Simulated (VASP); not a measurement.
Write the native input for VASP 6.6.1 that does the following.

* Task: single point
* Functional: PBE
* Dispersion: D3(BJ)
* Potentials or basis: VASP PAW PBE potentials, release 64 (W_sv, B)
* Cutoff: 520 eV
* k mesh: 3 × 4 × 1
* Occupations: gaussian, width 0.05 eV
* Spin: no spin polarisation
* Dipole correction: no
* Further INCAR settings: LREAL = Auto; ALGO = Normal; EDIFF = 1e-06; NBANDS = 128

The structure of BW16 lies in POSCAR:

```
BW16
1.0
    6.3200000000      0.0000000000      0.0000000000
    3.1600000000      4.4689150000      0.0000000000
    0.0000000000      0.0000000000     17.7033720000
W B
16 1
Direct
   -0.2499999441      0.4999998881      0.0564864140
    0.2500000559      0.4999998881      0.0564864140
   -0.2500000000      1.0000000000      0.0564864140
    0.2500000000      1.0000000000      0.0564864140
    0.0004527805     -0.0006099915      0.1797535520
    0.4996601761      0.0005663567      0.1797580709
   -0.0006041977      0.5009030156      0.1793037507
    0.5007211816      0.4990674470      0.1792927359
   -0.2499647281      0.5000041397      0.3074357812
    0.2501440894      0.4999466313      0.3079009468
   -0.2498775881      0.9999577079      0.3060372340
    0.2500447368      1.0000051467      0.3031217443
    0.0180303420      0.0006026071      0.4297340642
    0.4822129983     -0.0008013131      0.4297223715
   -0.0089323493      0.5198302049      0.4336509451
    0.5091769455      0.4799825013      0.4336635981
    0.7501071403      0.9999015421      0.4989608194
```

The input as run:

INCAR

```
SYSTEM = BW16
  ALGO = Normal
  EDIFF = 1E-6
  ENCUT = 520
  GGA = PE
  ISIF = 2
  ISMEAR = 0
  IVDW = 12
  LASPH = .TRUE.
  LCHARG = .FALSE.
  LREAL = Auto
  LWAVE = .FALSE.
  NBANDS = 128
  NELM = 100
  PREC = Accurate
  SIGMA = 0.05
```

KPOINTS

```
k-points
0
G
  3 4 1
  0 0 0
```

Potentials or basis: VASP PAW PBE potentials, release 64 (W_sv, B).

The run is started by

```sh
$ cat potpaw_PBE.64/W_sv/POTCAR potpaw_PBE.64/B/POTCAR > POTCAR
$ mpirun -np 1 vasp_std > vasp.out
```

It gave:

```json
{"Largest force": "0.264 eV/Å", "Dispersion energy per atom": "-0.489 eV"}
```

Caveat: the k points lie up to 0.41 Å⁻¹ apart.

Run time: 12 min on 1 thread of Intel(R) Xeon(R) 6975P-C (Granite Rapids), with other jobs on the host, peak memory 0.74 GiB.
